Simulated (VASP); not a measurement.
## Bi: relaxation of cell and atoms with PBE

The system is Bi.

```
CELL_PARAMETERS angstrom
4.92201 0.00000 0.00000
0.00000 4.57620 0.00000
-2.40894 0.00000 6.34496
ATOMIC_POSITIONS crystal
Bi 0.31425 0.90953 0.53900
Bi 0.14775 0.39784 0.92208
Bi 0.68575 0.40953 0.46100
Bi 0.85225 0.89784 0.07792
```

```json
{
 "Program": "VASP 6.6.1",
 "Task": "relaxation of cell and atoms",
 "Functional": "PBE",
 "Potentials or basis": "VASP PAW PBE potentials, release 64 (Bi_d)",
 "Cutoff": "600 eV",
 "k mesh": "4 × 4 × 4",
 "Occupations": "gaussian, width 0.1 eV",
 "Spin": "no spin polarisation",
 "Dipole correction": "no",
 "Further INCAR settings": "ALGO = Normal; EDIFF = 1e-06; IBRION = 2; EDIFFG = -0.04; NSW = 90; ISIF = 3"
}
```

- Pressure after relaxing: 0.0 GPa
- Largest force after relaxing: 0.015 eV/Å
- Band gap on the k mesh: zero (band 30 reaches 6.61 eV, above the bottom of band 31 at 5.97 eV)

Forces in eV/Å, atoms in the order of the input:
```
Bi   0.009 -0.004  0.005
Bi  -0.011  0.004  0.009
Bi  -0.009 -0.004 -0.005
Bi   0.011  0.004 -0.009
```

Stress tensor (GPa, compression positive):
```
 0.01  0.00 -0.05
 0.00  0.02  0.00
-0.05  0.00  0.06
```

Final structure:
```yaml
crystal:
  lattice:
    - [4.92201, 0.00000, 0.00000]
    - [0.00000, 4.57620, 0.00000]
    - [-2.40894, 0.00000, 6.34496]
  atoms:
    - { symbol: Bi, position: [0.31425, 0.90953, 0.53900] }
    - { symbol: Bi, position: [0.14775, 0.39784, 0.92208] }
    - { symbol: Bi, position: [0.68575, 0.40953, 0.46100] }
    - { symbol: Bi, position: [0.85225, 0.89784, 0.07792] }
```

Levels at points of the mesh, in eV from the Fermi level:
```csv
k point,band 28,band 29,band 30,band 31,band 32,band 33
"(0.00, 0.00, 0.00)",-2.27,-0.67,0.40,1.62,2.26,2.66
"(0.50, 0.00, 0.00)",-1.22,-1.16,-0.88,0.50,0.88,1.39
"(0.00, 0.50, 0.00)",-1.55,-1.32,-1.32,-0.24,-0.24,2.16
"(0.50, 0.50, 0.00)",-3.38,-1.00,-1.00,0.14,0.14,4.21
"(0.00, 0.00, 0.50)",-1.86,-1.14,-0.85,0.17,0.76,2.59
"(0.50, 0.00, 0.50)",-1.08,-0.79,-0.71,0.03,0.28,1.92
"(0.00, 0.50, 0.50)",-1.80,-0.68,-0.68,0.32,0.32,1.50
"(0.50, 0.50, 0.50)",-3.31,-1.26,-1.26,1.92,1.92,3.89
```

Run time: 2.7 min on 1 thread of AMD EPYC 7R43 64-Core Processor (Zen 3), on a shared host, peak memory 0.3 GiB.

Caveat: the relaxation stopped at its first step, so nothing moved; spin-orbit coupling is left out, which moves the levels of the heavy elements.
